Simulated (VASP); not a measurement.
# Ge4S in VASP: further runs, part 3 of 3

VASP 6.6.1. Earlier steps stand in the parts before.

### Step 7. Single point, PBE

INCAR

```
SYSTEM = Ge4S
PREC = Accurate ; ENCUT = 520
EDIFF = 1E-6 ; ISMEAR = 0
SIGMA = 0.1 ; LREAL = .FALSE.
LASPH = .TRUE. ; NELM = 100
ALGO = Normal ; ISIF = 2
LWAVE = .FALSE. ; LCHARG = .FALSE.
LDIPOL = .TRUE. ; IDIPOL = 3
DIPOL = 0.5 0.5 0.345 ; GGA = PE
NBANDS = 39
```

KPOINTS

```
regular mesh
0
G
  7 7 1
  0 0 0
```

POSCAR

```
Ge4S
1.0
    4.0740542171      0.0000000000      0.0000000000
    0.0000000000      4.0740542171      0.0000000000
    0.0000000000      0.0000000000     19.8557569412
Ge S
4 1
Direct
    0.0000000000      0.5000000000      0.2014529092
    0.0000000000      0.0000000000      0.2739958843
    0.5000000000      0.0000000000      0.3493666172
    0.5000000000      0.5000000000      0.4208228861
    1.0000000000      0.6250000000      0.4788572589
```

Potentials or basis: VASP PAW PBE potentials, release 64 (Ge_d, S).

Started as:

```console
$ cat potpaw_PBE.64/Ge_d/POTCAR potpaw_PBE.64/S/POTCAR > POTCAR
$ mpirun -np 1 vasp_std > vasp.out
```

OUTCAR:

```text
SYSTEM = Ge4S
   PREC = Accurate
   ENCUT = 520
   EDIFF = 1E-6
   ISMEAR = 0
   LREAL = .FALSE.
   LASPH = .TRUE.
   NELM = 100
   ISIF = 2
   GGA = PE

 ion  position               nearest neighbor table
   1  0.000  0.500  0.201-   2 2.49   2 2.49
   2  0.000  0.000  0.274-   1 2.49   1 2.49   3 2.53   3 2.53
   3  0.500  0.000  0.349-   4 2.48   4 2.48   2 2.53   2 2.53
   4  0.500  0.500  0.421-   5 2.40   5 2.40   3 2.48   3 2.48
   5  0.000  0.625  0.479-   4 2.40   4 2.40

  LATTYP: Found a simple tetragonal cell.
 ALAT       =     4.0740542171
 C/A-ratio  =     4.8737095490

  Lattice vectors:

 A1 = (   4.0740542171,   0.0000000000,   0.0000000000)
 A2 = (   0.0000000000,   4.0740542171,   0.0000000000)
 A3 = (   0.0000000000,   0.0000000000,  19.8557569412)

Analysis of symmetry for initial positions (statically):
=====================================================================
 Subroutine PRICEL returns:
 Original cell was already a primitive cell.

 Routine SETGRP: Setting up the symmetry group for a
 simple tetragonal supercell.

 Subroutine GETGRP returns: Found  2 space group operations
 (whereof  2 operations were pure point group operations)
 out of a pool of 16 trial point group operations.

The static configuration has the point symmetry C_1h.

Analysis of symmetry for dynamics (positions and initial velocities):
=====================================================================
 Subroutine PRICEL returns:
 Original cell was already a primitive cell.

 Routine SETGRP: Setting up the symmetry group for a
 simple tetragonal supercell.

 Subroutine GETGRP returns: Found  2 space group operations
 (whereof  2 operations were pure point group operations)
 out of a pool of 16 trial point group operations.

The dynamic configuration has the point symmetry C_1h.

 Subroutine INISYM returns: Found  2 space group operations
 (whereof  2 operations are pure point group operations),
 and found     1 'primitive' translations

----------------------------------------------------------------------------------------

                                     Primitive cell

  volume of cell :     329.5642

  direct lattice vectors                    reciprocal lattice vectors
     4.074054217  0.000000000  0.000000000     0.245455742  0.000000000  0.000000000
     0.000000000  4.074054217  0.000000000     0.000000000  0.245455742  0.000000000
     0.000000000  0.000000000 19.855756941     0.000000000  0.000000000  0.050363227

  length of vectors
     4.074054217  4.074054217 19.855756941     0.245455742  0.245455742  0.050363227

  position of ions in fractional coordinates (direct lattice)
     0.000000000  0.500000000  0.201452909
     0.000000000  0.000000000  0.273995884
     0.500000000  0.000000000  0.349366617
     0.500000000  0.500000000  0.420822886
     0.000000000  0.625000000  0.478857259

  ion indices of the primitive-cell ions
   primitive index   ion index
                 1           1
                 2           2
                 3           3
                 4           4
                 5           5

[... 30 lines left out ...]
  0.000000  0.142857  0.000000      2.000000
  0.285714  0.000000  0.000000      2.000000
  0.000000  0.285714  0.000000      2.000000
  0.428571  0.000000  0.000000      2.000000
[... 8 lines left out ...]
 -0.285714  0.428571  0.000000      4.000000
  0.428571  0.428571  0.000000      4.000000
   k-points           NKPTS =     16   k-points in BZ     NKDIM =     16   number of bands    NBANDS=     39
   number of dos      NEDOS =    301   number of ions     NIONS =      5
   total plane-waves  NPLWV = 135000
   dimension x,y,z NGX =    30 NGY =   30 NGZ =  150
   dimension x,y,z NGXF=    60 NGYF=   60 NGZF=  300
   ions per type =               4   1
   NGX,Y,Z   is equivalent  to a cutoff of  12.24, 12.24, 12.56 a.u.
   NGXF,Y,Z  is equivalent  to a cutoff of  24.48, 24.48, 25.12 a.u.
 SYSTEM =  Ge4S
   PREC   = accura    normal or accurate (medium, high low for compatibility)
   ISTART =      0    job   : 0-new  1-cont  2-samecut
   ICHARG =      2    charge: 1-file 2-atom 10-const
   ISPIN  =      1    spin polarized calculation?
   LNONCOLLINEAR =      F non collinear calculations
   LSORBIT =      F    spin-orbit coupling
   LASPH  =      T    aspherical Exc in radial PAW
   ENCUT  =  520.0 eV  38.22 Ry    6.18 a.u.   7.58  7.58 36.92*2*pi/ulx,y,z
   NELM   =    100;   NELMIN=  2; NELMDL= -5     # of ELM steps
   EDIFF  = 0.1E-05   stopping-criterion for ELM
   LREAL  =      F    real-space projection
   EDIFFG = 0.1E-04   stopping-criterion for IOM
   NSW    =      0    number of steps for IOM
   IBRION =     -1    ionic relax: 0-MD 1-quasi-New 2-CG
   NFREE  =      0    steps in history (QN), initial steepest desc. (CG)
   ISIF   =      2    stress and relaxation
   ISYM   =      2    0-nonsym 1-usesym 2-fastsym
   POTIM  = 0.5000    time-step for ionic-motion
   TEBEG  =    0.0;   TEEND  =   0.0 temperature during run
   PSTRESS=    0.0 pullay stress
   NELECT =      62.0000    total number of electrons
   NUPDOWN=      -1.0000    fix difference up-down
   EMIN   =  10.00;   EMAX   =-10.00  energy-range for DOS
   EFERMI =   0.00;   METHOD = LEGACY
   ISMEAR =     0;   SIGMA  =   0.10  broadening in eV -4-tet -1-fermi 0-gaus
   EFERMI_NEDOS =   21; number of points for ismear=-14 and -15
   IALGO  =     38    algorithm
   IMIX   =      4    mixing-type and parameters
     AMIX     =   0.40;   BMIX     =  1.00
     AMIX_MAG =   1.60;   BMIX_MAG =  1.00
  volume/ion in A,a.u.               =      65.91       444.80
  Fermi-wavevector in a.u.,A,eV,Ry     =   0.938049  1.772655 11.972247  0.879935
  Thomas-Fermi vector in A             =   2.065221
   LORBIT       =      0    0 simple, 1 ext, 2 COOP (PROOUT), +10 PAW based schemes
   GGA     = PE    functional components
   LHFCALC =     F    Hartree Fock is set to
   AEXX    =    0.0000 exact exchange contribution
   IVDW    =     0    specifies the selected vdW correction
   LEPSILON=     F    determine dielectric tensor
   LRPA    =     F    only Hartree local field effects (RPA)
 non-spin polarized calculation
 Gauss-broadening in eV      SIGMA  =   0.10
  energy-cutoff  :      520.00
  volume of cell :      329.56
 maximum number of plane-waves:      8917
   NGX = 15   NGY = 15   NGZ = 73

 dipolmoment           0.000000      0.000000     -0.063445 electrons x Angstroem

 number of electron      61.9999944 magnetization

 dipolmoment           0.000000      0.000000      0.079625 electrons x Angstroem

 Free energy of the ion-electron system (eV)
  ---------------------------------------------------
  ext. energy  EPLUGINS =         0.00000000
  ---------------------------------------------------
  free energy    TOTEN  =       -20.65088516 eV

  energy without entropy =      -20.62830652  energy(sigma->0) =      -20.63959584

 E-fermi :  -2.1449     XC(G=0):  -4.2079

 val. band max:       -2.1565574239   @ k =  -0.1429   0.2857   0.0000
 cond. band min:      -2.1185191775   @ k =   0.4286   0.1429   0.0000
 fundamental gap:      0.0380382464
 Fermi energy:        -2.1449307237

 k-point     1 :       0.0000    0.0000    0.0000
  band No.  band energies     occupation
      1     -26.9107      2.00000
      2     -26.8927      2.00000
      3     -26.8922      2.00000
      4     -26.8651      2.00000
      5     -26.8419      2.00000
      6     -26.3977      2.00000
[... 661 lines left out ...]
     38       3.8057      0.00000
     39       4.6504      0.00000

------------------------ aborting loop because EDIFF is reached ----------------------------------------

 vacuum level on the upper side and lower side of the slab       (xc-potential included)         0.237        -0.584

  FORCE on cell =-STRESS in cart. coord.  units (eV):
  Direction    XX          YY          ZZ          XY          YZ          ZX
  --------------------------------------------------------------------------------------
  -------------------------------------------------------------------------------------
  Total       -5.9332878      0.9103621      0.3340059      0.0000000     -0.4967889      0.0000000
  in kB      -28.8446945      4.4257277      1.6237707      0.0000000     -2.4151404      0.0000000
  external PRESSURE =      -7.5983987 kB  Pullay stress =       0.0000000 kB

 VOLUME and BASIS-vectors are now :
 -----------------------------------------------------------------------------
  energy-cutoff  :      520.00
  volume of cell :      329.56
      direct lattice vectors                 reciprocal lattice vectors
     4.074054217  0.000000000  0.000000000     0.245455742  0.000000000  0.000000000
     0.000000000  4.074054217  0.000000000     0.000000000  0.245455742  0.000000000
     0.000000000  0.000000000 19.855756941     0.000000000  0.000000000  0.050363227

 POSITION                                       TOTAL-FORCE (eV/Angst)
 -----------------------------------------------------------------------------------
      0.00000      2.03703      4.00000         0.000000     -0.010332     -0.282700
      0.00000      0.00000      5.44040         0.000000      0.105467      0.631230
      2.03703      0.00000      6.93694         0.000000     -0.097026     -0.693443
      2.03703      2.03703      8.35576         0.000000      0.324729      0.350572
      0.00000      2.54628      9.50807         0.000000     -0.322839     -0.005659
 -----------------------------------------------------------------------------------
    total drift:                                0.000000      0.000001      0.003152

  FREE ENERGIE OF THE ION-ELECTRON SYSTEM (eV)
  ---------------------------------------------------
  free  energy   TOTEN  =       -20.6508851555 eV

  energy  without entropy=      -20.6283065171  energy(sigma->0) =      -20.63959584

 vacuum level on the upper side and lower side of the slab         3.666         2.840
```

Wall time 5.1 min (1 thread of Intel Xeon Platinum 8259CL at 2.50GHz (Skylake/Cascade Lake), shared host); peak memory 0.45 GiB.

Results:

* Free energy: -20.6509 eV
* Largest force: 0.700 eV/Å
* Band gap on the k mesh: zero (band 31 reaches -1.99 eV, above the bottom of band 32 at -2.31 eV)

Forces in eV/Å, atoms in the order of the input:
```
Ge   0.000 -0.010 -0.283
Ge   0.000  0.105  0.631
Ge   0.000 -0.097 -0.693
Ge   0.000  0.325  0.351
S    0.000 -0.323 -0.006
```

Levels at points of the mesh, in eV from the Fermi level:
| k point | band 27 | band 28 | band 29 | band 30 | band 31 | band 32 | band 33 | band 34 | band 35 | band 36 |
| --- | --- | --- | --- | --- | --- | --- | --- | --- | --- | --- |
| (0.00, 0.00, 0.00) | -2.25 | -1.12 | -1.06 | -0.68 | 0.11 | 0.99 | 1.98 | 2.02 | 2.26 | 2.34 |
